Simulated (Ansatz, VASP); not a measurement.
TaN: VASP beside Ansatz

```
CELL_PARAMETERS angstrom
3.16096 0.00000 0.00000
-1.58048 2.73747 0.00000
0.00000 0.00000 5.43116
ATOMIC_POSITIONS crystal
Ta 0.33333 0.66667 0.03010
Ta 0.66667 0.33333 0.53010
N 0.33333 0.66667 0.35490
N 0.66667 0.33333 0.85490
```

Alike in both runs: task single point; functional PBEsol; k mesh 18 × 18 × 8; occupations gaussian, width 0.15 eV; no spin polarisation.

|  | VASP | Ansatz |
| --- | --- | --- |
| version | VASP 6.6.1 | Ansatz 0.2.0 |
| potentials or method | VASP PAW PBE potentials, release 64 (Ta_pv, N), cutoff 520 eV | scalar-relativistic, plane waves, PAW |
| valence electrons in the cell | 32 | 36 |

Ansatz gave:

| Item | Value |
| --- | --- |
| gap on the k mesh at the Fermi level (eV) | none |
| rms of the force components (eV/Å) | 2.848 |

Which values does VASP return?

gap on the k mesh at the Fermi level (eV): none; rms of the force components (eV/Å): 2.958.

VASP's potentials were made for PBE, not for PBEsol, and Ansatz warns of the same on its side. Atom by atom the forces differ by 0.110 eV/Å (rms over components). A gap of «none» marks a metal or a gap that the smearing closes. VASP's potentials hold 32 valence electrons a cell and Ansatz's 36, so a difference there can come from the potentials and not from the codes.

Spin-orbit coupling is off throughout.
